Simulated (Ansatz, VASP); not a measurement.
## Two plane-wave programs on ZrB2

```
Zr B
1.0
     3.15510    0.00000    0.00000
    -1.57755    2.73240    0.00000
     0.00000    0.00000    3.50722
Zr B
1 2
Direct
  0.00000 0.00000 0.00000
  0.33333 0.66667 0.50000
  0.66667 0.33333 0.50000
```

Alike in both runs: functional PBEsol; k mesh 12 × 12 × 12; occupations fermi-dirac, width 0.15 eV; no spin polarisation.

Ansatz relaxed the structure, and its values are those at the end. VASP's run is a single point on that final structure, the one shown.

```csv
,VASP,Ansatz
version,VASP 6.6.1,Ansatz 0.2.0
potentials or method,"VASP PAW PBE potentials, release 64 (Zr_sv, B), cutoff 520 eV","scalar-relativistic, plane waves, PAW"
valence electrons in the cell,18,18
```

Ansatz gave:

```
gap on the k mesh at the Fermi level (eV) : none
pressure (GPa)                            : 0.0
```

Which values does VASP return?

gap on the k mesh at the Fermi level (eV): none; pressure (GPa): 0.3.

VASP's potentials were made for PBE, not for PBEsol, and Ansatz warns of the same on its side. A gap of «none» marks a metal or a gap that the smearing closes.
